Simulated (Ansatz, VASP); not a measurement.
# Nb: VASP beside Ansatz

```
Nb
1.0
     0.00000    2.82968    2.82968
     2.82968    0.00000    2.82968
     2.82968    2.82968    0.00000
Nb
2
Cartesian
  -0.4952 -0.9196 -0.9196
  0.4952 0.9196 0.9196
```

Change from the starting cell: shortest bond scaled by 0.7, crystal datasets.

Alike in both runs: task electric field gradients; functional PBEsol; k mesh 9 × 9 × 9; occupations fermi-dirac, width 0.05 eV; no spin polarisation.

|  | VASP | Ansatz |
| --- | --- | --- |
| version | VASP 6.6.1 | Ansatz 0.2.0 |
| potentials or method | VASP PAW PBE potentials, release 64 (Nb_sv), cutoff 520 eV | all-electron PAW with datasets made for the crystal, scalar-relativistic |

```csv
,VASP,Ansatz,Ansatz less VASP
pressure (GPa),61.9,63.6,+1.70
"traceless stress, the component that is largest in VASP (GPa)",-62.71,-64.41,-1.705
rms of the force components (eV/Å),16.016,16.458,+0.4422
size of Vzz on the site where it differs most (V/Å²),198.0,173.5,-24.49
```

VASP's potentials were made for PBE, not for PBEsol. Atom by atom the forces differ by 0.442 eV/Å (rms over components). Both programs put the cell under a high pressure, so it lies far from rest at this level. Ansatz ran all-electron here, and VASP with PAW potentials.

Noted on VASP's run: the cell as given lies far from equilibrium.
